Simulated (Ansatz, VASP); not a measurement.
# One calculation of MgO, two programs

```
CELL_PARAMETERS angstrom
3.30779 0.00000 0.00000
-1.65389 2.86463 0.00000
0.00000 0.00000 4.98288
ATOMIC_POSITIONS crystal
Mg 0.33333 0.66667 0.00216
Mg 0.66667 0.33333 0.50216
O 0.33333 0.66667 0.40244
O 0.66667 0.33333 0.90244
```

Alike in both runs: task single point; functional LDA; k mesh 9 × 9 × 6; occupations gaussian, width 0.05 eV; no spin polarisation.

|  | VASP | Ansatz |
| --- | --- | --- |
| version | VASP 6.6.1 | Ansatz 0.2.0 |
| potentials or method | VASP PAW LDA potentials, release 64 (Mg_sv, O), cutoff 750 eV | scalar-relativistic, plane waves, PAW |
| valence electrons in the cell | 32 | 32 |

```tsv
	VASP	Ansatz	Ansatz less VASP
gap on the k mesh at the Fermi level (eV)	3.37	3.36	-0.010
least direct gap on the mesh (eV)	3.37	3.36	-0.010
pressure (GPa)	-4.3	-4.3	+0.02
traceless stress, the component that is largest in VASP (GPa)	0.22	0.33	+0.106
rms of the force components (eV/Å)	0.019	0.023	+0.0036
```

LDA's correlation is that of Perdew and Zunger in VASP and of Perdew and Wang (1992) in Ansatz. Atom by atom the forces differ by 0.004 eV/Å (rms over components).
